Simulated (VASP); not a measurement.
Wanted: the native input for a VASP 6.6.1 run.

```yaml
Task: single point
Functional: PBE
Potentials_or_basis: VASP PAW PBE potentials, release 64 (Rb_sv, Br)
Cutoff: 520 eV
k_mesh: 6 × 6 × 6
Occupations: fermi-dirac, width 0.02 eV
Spin: no spin polarisation
Dipole_correction: no
Further_INCAR_settings: ALGO = Normal; EDIFF = 1e-06; NBANDS = 15
```

The structure of RbBr lies in POSCAR:

```
RbBr
1.0
    0.0000000000      3.4608258933      3.4608258933
    3.4608258933      0.0000000000      3.4608258933
    3.4608258933      3.4608258933      0.0000000000
Rb Br
1 1
Direct
    0.0000000000      0.0000000000      0.0000000000
    0.5000000000      0.5000000000      0.5000000000
```

The input as run:

INCAR

```
ALGO = Normal ; EDIFF = 1E-6
ENCUT = 520 ; GGA = PE
ISIF = 2 ; ISMEAR = -1
LASPH = True ; LCHARG = False
LREAL = False ; LWAVE = False
NBANDS = 15 ; NELM = 100
PREC = Accurate ; SIGMA = 0.02
```

KPOINTS

```
k-points
0
Gamma
  6 6 6
```

Potentials or basis: VASP PAW PBE potentials, release 64 (Rb_sv, Br).

Run with:

```console
$ cat potpaw_PBE.64/Rb_sv/POTCAR potpaw_PBE.64/Br/POTCAR > POTCAR
$ mpirun -np 1 vasp_std > vasp.out
```

It gave:

```
Pressure               : 0.6 GPa
Band gap on the k mesh : 4.29 eV
```

It took 12 s on 1 thread of AMD EPYC 9R45 96-Core Processor (Zen 5) (shared host), peak memory 0.18 GiB.
